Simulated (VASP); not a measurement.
# BN (P6_3mc) in VASP: a series of runs

Runs on BN. Level: PBE. Tasks: single point.

Program: VASP 6.6.1. These are calculated values, not measurements. Logs are shortened: lines on timing, memory, paths and dates and some standing lists are left out, and cuts for length are marked.

## (1) The cell of the first run

It takes space group P6_3mc (No. 186, hexagonal). The conventional cell has a = 2.506 Å, b = 2.506 Å, c = 8.237 Å, α = 90.00°, β = 90.00°, γ = 120.00°. B (site symmetry 3m) has 4 N at 1.54 Å within 2.0 Å. B (site symmetry 3m) has 4 N at 1.54 to 1.55 Å within 2.0 Å. N (site symmetry 3m) has 4 B at 1.54 Å within 2.0 Å. N (site symmetry 3m) has 4 B at 1.54 to 1.55 Å within 2.0 Å.

## (2) Single point, PBE (volume changed by -6%)

File INCAR:

```
PREC = Accurate
ENCUT = 520
EDIFF = 1E-6
ISMEAR = 0
SIGMA = 0.01
LREAL = False
LASPH = True
NELM = 60
ALGO = Normal
ISIF = 2
LWAVE = False
LCHARG = True
GGA = PE
LELF = True
LVHAR = True
NBANDS = 26
```

File KPOINTS:

```
regular mesh
0
Gamma
  9 9 4
```

File POSCAR:

```
BN
1.0
    2.5062196706      0.0000000000      0.0000000000
   -1.2531098353      2.1704499021      0.0000000000
    0.0000000000      0.0000000000      8.2372849863
B N
4 4
Direct
    0.0000000000      0.0000000000      0.0003724745
    0.3333333333      0.6666666667      0.2497003558
    0.0000000000      0.0000000000      0.5003724745
    0.6666666667      0.3333333333      0.7497003558
    0.0000000000      0.0000000000      0.1870105293
    0.3333333333      0.6666666667      0.4379166404
    0.0000000000      0.0000000000      0.6870105293
    0.6666666667      0.3333333333      0.9379166404
```

Potentials or basis: VASP PAW PBE potentials, release 64 (B, N).

The run is started by

```
> cat potpaw_PBE.64/B/POTCAR potpaw_PBE.64/N/POTCAR > POTCAR
> mpirun -np 1 vasp_std > vasp.out
```

OUTCAR:

```text
PREC = Accurate
   ENCUT = 520
   EDIFF = 1E-6
   ISMEAR = 0
   LREAL = False
   LASPH = True
   NELM = 60
   ISIF = 2
   GGA = PE

 ion  position               nearest neighbor table
   1  0.000  0.000  0.000-   8 1.54   8 1.54   8 1.54   5 1.54
   2  0.333  0.667  0.250-   5 1.54   5 1.54   5 1.54   6 1.55
   3  0.000  0.000  0.500-   6 1.54   6 1.54   6 1.54   7 1.54
   4  0.667  0.333  0.750-   7 1.54   7 1.54   7 1.54   8 1.55
   5  0.000  0.000  0.187-   2 1.54   2 1.54   2 1.54   1 1.54
   6  0.333  0.667  0.438-   3 1.54   3 1.54   3 1.54   2 1.55
   7  0.000  0.000  0.687-   4 1.54   4 1.54   4 1.54   3 1.54
   8  0.667  0.333  0.938-   1 1.54   1 1.54   1 1.54   4 1.55

  LATTYP: Found a hexagonal cell.
 ALAT       =     2.5062196706
 C/A-ratio  =     3.2867370259

  Lattice vectors:

 A1 = (   2.5062196706,   0.0000000000,   0.0000000000)
 A2 = (  -1.2531098353,   2.1704499021,   0.0000000000)
 A3 = (   0.0000000000,   0.0000000000,   8.2372849863)

Analysis of symmetry for initial positions (statically):
=====================================================================
 Subroutine PRICEL returns:
 Original cell was already a primitive cell.

 Routine SETGRP: Setting up the symmetry group for a
 hexagonal supercell.

 Subroutine GETGRP returns: Found 12 space group operations
 (whereof  6 operations were pure point group operations)
 out of a pool of 24 trial point group operations.

The static configuration has the point symmetry C_3v.
 The point group associated with its full space group is C_6v.

Analysis of symmetry for dynamics (positions and initial velocities):
=====================================================================
 Subroutine PRICEL returns:
 Original cell was already a primitive cell.

 Routine SETGRP: Setting up the symmetry group for a
 hexagonal supercell.

 Subroutine GETGRP returns: Found 12 space group operations
 (whereof  6 operations were pure point group operations)
 out of a pool of 24 trial point group operations.

The dynamic configuration has the point symmetry C_3v.
 The point group associated with its full space group is C_6v.

 Subroutine INISYM returns: Found 12 space group operations
 (whereof  6 operations are pure point group operations),
 and found     1 'primitive' translations

----------------------------------------------------------------------------------------

                                     Primitive cell

  volume of cell :      44.8077

  direct lattice vectors                    reciprocal lattice vectors
     2.506219671  0.000000000  0.000000000     0.399007322  0.230366985  0.000000000
    -1.253109835  2.170449902  0.000000000     0.000000000  0.460733970  0.000000000
     0.000000000  0.000000000  8.237284986     0.000000000  0.000000000  0.121399223

  length of vectors
     2.506219671  2.506219671  8.237284986     0.460733970  0.460733970  0.121399223

  position of ions in fractional coordinates (direct lattice)
     0.000000000  0.000000000  0.000372474
     0.333333333  0.666666667  0.249700356
     0.000000000  0.000000000  0.500372474
     0.666666667  0.333333333  0.749700356
     0.000000000  0.000000000  0.187010529
     0.333333333  0.666666667  0.437916640
     0.000000000  0.000000000  0.687010529
     0.666666667  0.333333333  0.937916640

  ion indices of the primitive-cell ions
   primitive index   ion index
                 1           1
                 2           2
                 3           3
                 4           4
                 5           5
                 6           6
                 7           7
                 8           8

----------------------------------------------------------------------------------------

 KPOINTS: regular mesh

Automatic generation of k-mesh.
 Grid dimensions read from file:
 generate k-points for:    9    9    4

 Generating k-lattice:

  Cartesian coordinates                     Fractional coordinates (reciprocal lattice)
     0.044334147  0.025596332  0.000000000     0.111111111  0.000000000  0.000000000
     0.000000000  0.051192663  0.000000000     0.000000000  0.111111111  0.000000000
     0.000000000  0.000000000  0.030349806     0.000000000  0.000000000  0.250000000

  Length of vectors
     0.051192663  0.051192663  0.030349806

  Shift w.r.t. Gamma in fractional coordinates (k-lattice)
     0.000000000  0.000000000  0.000000000

 Subroutine IBZKPT returns following result:
 ===========================================

 Found     36 irreducible k-points:

 Following reciprocal coordinates:
            Coordinates               Weight
  0.000000  0.000000  0.000000      1.000000
  0.111111 -0.000000  0.000000      6.000000
  0.222222 -0.000000  0.000000      6.000000
  0.333333  0.000000  0.000000      6.000000
  0.444444 -0.000000  0.000000      6.000000
  0.111111  0.111111  0.000000      6.000000
[... 16 lines left out ...]
  0.333333  0.222222  0.250000     24.000000
  0.333333  0.333333  0.250000      4.000000
 [... further k-points ...]
   k-points           NKPTS =     36   k-points in BZ     NKDIM =     36   number of bands    NBANDS=     26
   number of dos      NEDOS =    301   number of ions     NIONS =      8
   total plane-waves  NPLWV =  25600
   dimension x,y,z NGX =    20 NGY =   20 NGZ =   64
   dimension x,y,z NGXF=    40 NGYF=   40 NGZF=  128
   ions per type =               4   4
   NGX,Y,Z   is equivalent  to a cutoff of  13.27, 13.27, 12.92 a.u.
   NGXF,Y,Z  is equivalent  to a cutoff of  26.53, 26.53, 25.83 a.u.
 SYSTEM =  unknown system
   PREC   = accura    normal or accurate (medium, high low for compatibility)
   ISTART =      0    job   : 0-new  1-cont  2-samecut
   ICHARG =      2    charge: 1-file 2-atom 10-const
   ISPIN  =      1    spin polarized calculation?
   LNONCOLLINEAR =      F non collinear calculations
   LSORBIT =      F    spin-orbit coupling
   LASPH  =      T    aspherical Exc in radial PAW
   ENCUT  =  520.0 eV  38.22 Ry    6.18 a.u.   4.66  4.66 15.32*2*pi/ulx,y,z
   NELM   =     60;   NELMIN=  2; NELMDL= -5     # of ELM steps
   EDIFF  = 0.1E-05   stopping-criterion for ELM
   LREAL  =      F    real-space projection
   EDIFFG = 0.1E-04   stopping-criterion for IOM
   NSW    =      0    number of steps for IOM
   IBRION =     -1    ionic relax: 0-MD 1-quasi-New 2-CG
   NFREE  =      0    steps in history (QN), initial steepest desc. (CG)
   ISIF   =      2    stress and relaxation
   ISYM   =      2    0-nonsym 1-usesym 2-fastsym
   POTIM  = 0.5000    time-step for ionic-motion
   TEBEG  =    0.0;   TEEND  =   0.0 temperature during run
   PSTRESS=    0.0 pullay stress
   NELECT =      32.0000    total number of electrons
   NUPDOWN=      -1.0000    fix difference up-down
   EMIN   =  10.00;   EMAX   =-10.00  energy-range for DOS
   EFERMI =   0.00;   METHOD = LEGACY
   ISMEAR =     0;   SIGMA  =   0.01  broadening in eV -4-tet -1-fermi 0-gaus
   EFERMI_NEDOS =   21; number of points for ismear=-14 and -15
   IALGO  =     38    algorithm
   IMIX   =      4    mixing-type and parameters
     AMIX     =   0.40;   BMIX     =  1.00
     AMIX_MAG =   1.60;   BMIX_MAG =  1.00
  volume/ion in A,a.u.               =       5.60        37.80
  Fermi-wavevector in a.u.,A,eV,Ry     =   1.463324  2.765281 29.134388  2.141317
  Thomas-Fermi vector in A             =   2.579432
   LORBIT       =      0    0 simple, 1 ext, 2 COOP (PROOUT), +10 PAW based schemes
   GGA     = PE    functional components
   LHFCALC =     F    Hartree Fock is set to
   AEXX    =    0.0000 exact exchange contribution
   IVDW    =     0    specifies the selected vdW correction
   LEPSILON=     F    determine dielectric tensor
   LRPA    =     F    only Hartree local field effects (RPA)
 non-spin polarized calculation
 Gauss-broadening in eV      SIGMA  =   0.01
  energy-cutoff  :      520.00
  volume of cell :       44.81
 maximum number of plane-waves:      1230
 NGX is ok and might be reduce to    20
   NGX =  9   NGY =  9   NGZ = 31

 number of electron      32.0000002 magnetization

 Free energy of the ion-electron system (eV)
  ---------------------------------------------------
  ext. energy  EPLUGINS =         0.00000000
  ---------------------------------------------------
  free energy    TOTEN  =       -69.51568607 eV

  energy without entropy =      -69.51568607  energy(sigma->0) =      -69.51568607

 E-fermi :   8.1936     XC(G=0): -13.0816

 val. band max:        8.1503589458   @ k =   0.0000   0.0000   0.0000
 cond. band min:      13.9036003973   @ k =   0.4444  -0.0000   0.0000
 fundamental gap:      5.7532414515
 Fermi energy:         8.1936234624

 k-point     1 :       0.0000    0.0000    0.0000
  band No.  band energies     occupation
      1     -12.7883      2.00000
      2     -11.2879      2.00000
      3     -11.2183      2.00000
      4      -8.3455      2.00000
      5      -3.1593      2.00000
      6       2.3079      2.00000
[... 18 lines left out ...]
     25      19.0413      0.00000
     26      19.0427      0.00000

 k-point     2 :       0.1111   -0.0000    0.0000
  band No.  band energies     occupation
      1     -12.5093      2.00000
      2     -11.0225      2.00000
      3     -10.9526      2.00000
      4      -8.1330      2.00000
      5      -2.8834      2.00000
      6       2.3821      2.00000
[... 18 lines left out ...]
     25      19.6346      0.00000
     26      19.6989      0.00000

 k-point     3 :       0.2222   -0.0000    0.0000
  band No.  band energies     occupation
      1     -11.6875      2.00000
      2     -10.2505      2.00000
      3     -10.1793      2.00000
      4      -7.5541      2.00000
      5      -2.0738      2.00000
      6       1.7550      2.00000
[... 572 lines left out ...]
 k-point    23 :       0.3333    0.2222    0.2500
  band No.  band energies     occupation
      1      -8.1527      2.00000
      2      -7.7311      2.00000
      3      -7.1258      2.00000
      4      -6.7189      2.00000
      5      -1.6984      2.00000
      6      -1.2863      2.00000
[... 18 lines left out ...]
     25      22.4793      0.00000
     26      22.5714      0.00000

 k-point    24 :       0.3333    0.3333    0.2500
  band No.  band energies     occupation
      1      -7.2080      2.00000
      2      -7.0891      2.00000
      3      -7.0441      2.00000
      4      -7.0441      2.00000
      5      -1.3013      2.00000
      6      -1.3013      2.00000
[... 18 lines left out ...]
     25      23.2776      0.00000
     26      23.2848      0.00000

 [... further k-points ...]
[... 5 lines left out ...]
  --------------------------------------------------------------------------------------
  -------------------------------------------------------------------------------------
  Total        7.3371085      7.3371085      7.3607714      0.0000000      0.0000000      0.0000000
  in kB      262.3508828    262.3508828    263.1969931      0.0000000      0.0000000      0.0000000
  external PRESSURE =     262.6329196 kB  Pullay stress =       0.0000000 kB

 VOLUME and BASIS-vectors are now :
 -----------------------------------------------------------------------------
  energy-cutoff  :      520.00
  volume of cell :       44.81
      direct lattice vectors                 reciprocal lattice vectors
     2.506219671  0.000000000  0.000000000     0.399007322  0.230366985  0.000000000
    -1.253109835  2.170449902  0.000000000     0.000000000  0.460733970  0.000000000
     0.000000000  0.000000000  8.237284986     0.000000000  0.000000000  0.121399223

 POSITION                                       TOTAL-FORCE (eV/Angst)
 -----------------------------------------------------------------------------------
      0.00000      0.00000      0.00307         0.000000     -0.000000      0.024370
     -0.00000      1.44697      2.05685         0.000000     -0.000000      0.025297
      0.00000      0.00000      4.12171        -0.000000      0.000000      0.024370
      1.25311      0.72348      6.17550        -0.000000      0.000000      0.025297
      0.00000      0.00000      1.54046        -0.000000     -0.000000     -0.023234
     -0.00000      1.44697      3.60724        -0.000000     -0.000000     -0.026433
      0.00000      0.00000      5.65910         0.000000     -0.000000     -0.023234
      1.25311      0.72348      7.72589         0.000000      0.000000     -0.026433
 -----------------------------------------------------------------------------------
    total drift:                                0.000000      0.000000     -0.000204

  FREE ENERGIE OF THE ION-ELECTRON SYSTEM (eV)
  ---------------------------------------------------
  free  energy   TOTEN  =       -69.5156860667 eV

  energy  without entropy=      -69.5156860667  energy(sigma->0) =      -69.51568607
```

It took 40 s on 1 thread of Intel Xeon Platinum 8259CL at 2.50GHz (Skylake/Cascade Lake), shared host; peak memory 0.17 GiB.

Results:

```
Free energy            : -69.5157 eV
Pressure               : 26.3 GPa
Largest force          : 0.026 eV/Å
Band gap on the k mesh : 5.75 eV, indirect (least direct gap 7.83 eV)
```

Forces on the atoms (eV/Å):
```
B    0.000  0.000  0.024
B    0.000  0.000  0.025
B    0.000  0.000  0.024
B    0.000  0.000  0.025
N    0.000  0.000 -0.023
N    0.000  0.000 -0.026
N    0.000  0.000 -0.023
N    0.000  0.000 -0.026
```

Stress tensor (GPa, compression positive):
```
26.24  0.00  0.00
 0.00 26.24  0.00
 0.00  0.00 26.32
```

Levels at points of the mesh, in eV from the valence-band top:
```csv
k point,band 14,band 15,band 16,band 17,band 18,band 19
"(0.00, 0.00, 0.00)",-0.14,0.00,0.00,8.83,8.83,9.02
"(0.00, 0.00, 0.50)",-0.40,-0.40,-0.40,9.33,9.33,9.33
```

## (3) Single point, PBE (volume changed by -3%)

File INCAR:

```
ALGO = Normal
EDIFF = 1E-6
ENCUT = 520
GGA = PE
ISIF = 2
ISMEAR = 0
LASPH = True
LCHARG = False
LREAL = False
LWAVE = False
NBANDS = 26
NELM = 80
PREC = Accurate
SIGMA = 0.01
```

File KPOINTS:

```
k-points
0
Gamma
  9 9 4
```

POSCAR, as its differences from that of step 2:

```diff
@@ -2,5 +2,5 @@
 1.0
-    2.5062196706      0.0000000000      0.0000000000
-   -1.2531098353      2.1704499021      0.0000000000
-    0.0000000000      0.0000000000      8.2372849863
+    2.5326028691      0.0000000000      0.0000000000
+   -1.2663014346      2.1932984223      0.0000000000
+    0.0000000000      0.0000000000      8.3239996217
 B N
```

Potentials or basis: VASP PAW PBE potentials, release 64 (B, N).

The run is started by

```
> cat potpaw_PBE.64/B/POTCAR potpaw_PBE.64/N/POTCAR > POTCAR
> mpirun -np 1 vasp_std > vasp.out
```

Wall time 44 s (1 thread of Intel Xeon Platinum 8259CL at 2.50GHz (Skylake/Cascade Lake), shared host); peak memory 0.17 GiB.

Results (log left out):

```yaml
Free_energy: -69.6890 eV
Pressure: 12.4 GPa
Largest_force: 0.012 eV/Å
Band_gap_on_the_k_mesh: 5.68 eV, indirect (least direct gap 7.70 eV)
```

Forces in eV/Å, atoms in the order of the input:
```
B    0.000  0.000  0.012
B    0.000  0.000  0.011
B    0.000  0.000  0.012
B    0.000  0.000  0.011
N    0.000  0.000 -0.012
N    0.000  0.000 -0.012
N    0.000  0.000 -0.012
N    0.000  0.000 -0.012
```

Levels at points of the mesh, in eV from the valence-band top:
| k point | band 13 | band 14 | band 15 | band 16 | band 17 | band 18 | band 19 | band 20 |
| --- | --- | --- | --- | --- | --- | --- | --- | --- |
| (0.00, 0.00, 0.00) | -1.12 | -0.13 | 0.00 | 0.00 | 8.69 | 8.69 | 8.86 | 9.51 |
| (0.00, 0.00, 0.50) | -0.39 | -0.39 | -0.39 | -0.39 | 9.18 | 9.18 | 9.18 | 9.18 |

 A k mesh can miss the band edges.

(Continued in part 2 of 2.)
